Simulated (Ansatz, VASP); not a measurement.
# RuAu: VASP beside Ansatz

The input POSCAR:

```
RuAu
1.0
    3.1648100000      0.0000000000      0.0000000000
    0.0000000000      3.1648100000      0.0000000000
    0.0000000000      0.0000000000      3.1648100000
Ru Au
1 1
Direct
    0.0000000000      0.0000000000      0.0000000000
    0.5000000000      0.5000000000      0.5000000000
```

The input INCAR.step1:

```
SYSTEM = RuAu
PREC = Accurate
ENCUT = 400
EDIFF = 1E-5
ISMEAR = -1
SIGMA = 0.05
LREAL = .False.
LASPH = .True.
NELM = 120
ALGO = Normal
ISIF = 2
LWAVE = .True.
GGA = PE
NBANDS = 20
GGA_COMPAT = .False.
```

INCAR.step2

```
SYSTEM = RuAu
PREC = Accurate
ENCUT = 400
EDIFF = 1E-6
ISMEAR = -1
SIGMA = 0.05
LREAL = .False.
LASPH = .True.
NELM = 120
ALGO = Normal
ISIF = 2
LWAVE = .False.
LCHARG = .True.
GGA = PE
LHFCALC = .True.
HFSCREEN = 0.2079
PRECFOCK = Normal
LELF = .True.
LVHAR = .True.
ISTART = 1
NBANDS = 20
GGA_COMPAT = .False.
```

KPOINTS

```
regular mesh
0
Gamma
  5 5 5
  0 0 0
```

The input input.yaml:

```yaml
crystal:
  lattice:
    - [3.16481, 0.0, 0.0]
    - [0.0, 3.16481, 0.0]
    - [0.0, 0.0, 3.16481]
  atoms:
    - { symbol: Ru, position: [0.0, 0.0, 0.0] }
    - { symbol: Au, position: [0.5, 0.5, 0.5] }
hamiltonian:
  xc: hse06
  pseudopotentials: { kind: paw }
kpoints:
  mp_grid: { grid: [5, 5, 5] }
scf:
  occupations: { method: fermi_dirac, width: 0.05 }
  n_extra_bands: 6
output:
  forces: true
  stress: true
  eigenvalues: true
  dos: { projected: true, de: 0.05 }
  write_density: true
  write_potential: true
  elf: true
  volumetric_format: npy
```

Alike in both runs: functional HSE06; k mesh 5 × 5 × 5; occupations fermi-dirac, width 0.05 eV; no spin polarisation.

|  | VASP | Ansatz |
| --- | --- | --- |
| version | VASP 6.6.1 | Ansatz 0.2.0 |
| potentials or method | VASP PAW PBE potentials, release 64 (Ru_pv, Au) | Ansatz PAW |
| plane-wave cutoff (eV) | 400 | 420 |
| valence electrons in the cell | 25 | 35 |
| task | single point | projected density of states |

```csv
,VASP,Ansatz,Ansatz less VASP
gap on the k mesh at the Fermi level (eV),none,none,-
pressure (GPa),-9.3,-9.1,+0.22
```

A gap of «none» marks a metal or a gap that the smearing closes. The functional is the same, so the differences come from potentials, cutoffs and numerics. VASP's potentials hold 25 valence electrons a cell and Ansatz's 35, so a difference there can come from the potentials and not from the codes.

The k mesh is coarse, so the values compare programs but aren't converged. Neither program's run includes spin-orbit coupling.
